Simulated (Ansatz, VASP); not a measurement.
**Two plane-wave programs on ZnS**

Contents of POSCAR:

```
ZnS
1.0
    3.8658679689      0.0000000000      0.0000000000
   -1.9329339845      3.3479398688      0.0000000000
    0.0000000000      0.0000000000     12.8404590974
Zn S
4 4
Direct
    0.0000000000      0.0000000000      0.0001143924
    0.0000000000      0.0000000000      0.5001143924
    0.3333333333      0.6666666667      0.2500706174
    0.6666666667      0.3333333333      0.7500706174
    0.0000000000      0.0000000000      0.1872361436
    0.0000000000      0.0000000000      0.6872361436
    0.3333333333      0.6666666667      0.4375788466
    0.6666666667      0.3333333333      0.9375788466
```

The input INCAR.step1:

```
SYSTEM = ZnS
PREC = Accurate
ENCUT = 520
ISMEAR = 0
SIGMA = 0.05
LREAL = .False.
LASPH = .True.
NELM = 100
NBANDS = 46
GGA = PE
ALGO = Normal
EDIFF = 1E-4
LWAVE = .True.
LCHARG = .False.
```

INCAR.step2

```
SYSTEM = ZnS
PREC = Accurate
ENCUT = 520
EDIFF = 1E-6
ISMEAR = 0
SIGMA = 0.05
LREAL = .False.
LASPH = .True.
NELM = 100
ALGO = Normal
ISIF = 2
LWAVE = .False.
LCHARG = .False.
METAGGA = R2SCAN
LMIXTAU = .True.
NBANDS = 46
ISTART = 1
```

The input KPOINTS:

```
Automatic mesh
0
Gamma
  6 6 2
  0 0 0
```

Input for Ansatz:

```yaml
crystal:
  lattice:
    - [3.8658679689, 0.0, 0.0]
    - [-1.9329339845, 3.3479398688, 0.0]
    - [0.0, 0.0, 12.8404590974]
  atoms:
    - { symbol: Zn, position: [0.0, 0.0, 0.0001143924] }
    - { symbol: Zn, position: [0.0, 0.0, 0.5001143924] }
    - { symbol: Zn, position: [0.3333333333, 0.6666666667, 0.2500706174] }
    - { symbol: Zn, position: [0.6666666667, 0.3333333333, 0.7500706174] }
    - { symbol: S, position: [0.0, 0.0, 0.1872361436] }
    - { symbol: S, position: [0.0, 0.0, 0.6872361436] }
    - { symbol: S, position: [0.3333333333, 0.6666666667, 0.4375788466] }
    - { symbol: S, position: [0.6666666667, 0.3333333333, 0.9375788466] }
basis:
  ecutwfc: 500
kpoints:
  mp_grid: { grid: [6, 6, 2] }
hamiltonian:
  xc: r2scan
scf:
  occupations: { method: gaussian, width: 0.05 }
output:
  forces: true
  stress: true
  eigenvalues: true
```

Change from the starting cell: strain +0.015 along x and y, +0.030 along z, atoms carried along.

Alike in both runs: task single point; functional r2SCAN; k mesh 6 × 6 × 2; occupations gaussian, width 0.05 eV; no spin polarisation.

|  | VASP | Ansatz |
| --- | --- | --- |
| version | VASP 6.6.1 | Ansatz 0.2.0 |
| potentials or method | VASP PAW PBE potentials, release 64 (Zn, S), cutoff 520 eV | scalar-relativistic, plane waves, PAW |
| valence electrons in the cell | 72 | 72 |

VASP gave:

```
gap on the k mesh at the Fermi level (eV)                     : 2.45
least direct gap on the mesh (eV)                             : 2.45
pressure (GPa)                                                : -4.1
traceless stress, the component that is largest in VASP (GPa) : -1.14
rms of the force components (eV/Å)                            : 0.027
```

Q: Estimate Ansatz's values.

A: gap on the k mesh at the Fermi level (eV): 2.44; least direct gap on the mesh (eV): 2.44; pressure (GPa): -4.1; traceless stress, the component that is largest in VASP (GPa): -1.15; rms of the force components (eV/Å): 0.029.

VASP's potentials were made for PBE, not for r2SCAN. Atom by atom the forces differ by 0.002 eV/Å (rms over components).
